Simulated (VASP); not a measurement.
BP: relaxation of cell and atoms with PBEsol

The system is BP.

```
B P
1.0
     0.00000    2.26009    2.26009
     2.26009    0.00000    2.26009
     2.26009    2.26009    0.00000
B P
1 1
Cartesian
  0.0000 0.0000 0.0000
  3.3901 3.3901 3.3901
```

| Property | Result |
| --- | --- |
| Program | VASP 6.6.1 |
| Task | relaxation of cell and atoms |
| Functional | PBEsol |
| Potentials or basis | VASP PAW PBE potentials, release 64 (B, P) |
| Cutoff | 500 eV |
| k mesh | 10 × 10 × 10 |
| Occupations | gaussian, width 0.01 eV |
| Spin | no spin polarisation |
| Target pressure | -3 GPa |
| Dipole correction | no |
| Further INCAR settings | ALGO = Normal; EDIFF = 1e-07; IBRION = 2; EDIFFG = -0.001; NSW = 80; ISIF = 3 |

```
Relaxed volume                                         : 11.77 Å³/atom
Relaxed cell                                           : a = 3.217 Å, b = 3.217 Å, c = 3.217 Å, α = 60.00°, β = 60.00°, γ = 60.00°
Space group after relaxing (to 0.05 Å)                 : F-43m (No. 216)
Energy change on relaxing (the enthalpy is what falls) : +2.0 meV/atom
Ionic steps                                            : 3
Pressure after relaxing                                : -3.0 GPa
Band gap on the k mesh                                 : 1.14 eV, indirect (least direct gap 3.35 eV)
```

The path:
```tsv
step	energy change (eV)	largest force (eV/Å)	pressure (GPa)	volume (Å³)
1	0.0000	0.0000	0.11	23.09
2	0.0120	0.0000	-5.03	23.85
3	0.0041	0.0000	-3.00	23.53
```

Final structure:
```yaml
crystal:
  lattice:
    - [0.00000, 2.27447, 2.27447]
    - [2.27447, 0.00000, 2.27447]
    - [2.27447, 2.27447, 0.00000]
  atoms:
    - { symbol: B, position: [0.00000, 0.00000, 0.00000] }
    - { symbol: P, position: [0.75000, 0.75000, 0.75000] }
```

Levels at points of the mesh, in eV from the valence-band top:
```csv
k point,band 1,band 2,band 3,band 4,band 5,band 6,band 7,band 8
"(0.00, 0.00, 0.00)",-15.43,0.00,0.00,0.00,3.35,3.35,3.35,7.23
"(0.50, 0.00, 0.00)",-12.11,-9.04,-1.76,-1.76,3.69,4.64,4.64,9.90
"(0.50, 0.50, 0.00)",-10.60,-8.56,-4.12,-4.12,1.24,1.52,12.03,12.03
```

It took 21 s on 1 thread of Intel Xeon 8259CL, on a shared host, peak memory 0.14 GiB.

Caveat: the cell is relaxed towards a set pressure, so the enthalpy falls and the energy may rise; the PAW data sets were made with another functional, which shifts forces and pressure a little. As with any semilocal functional, this PBEsol gap is likely too small.
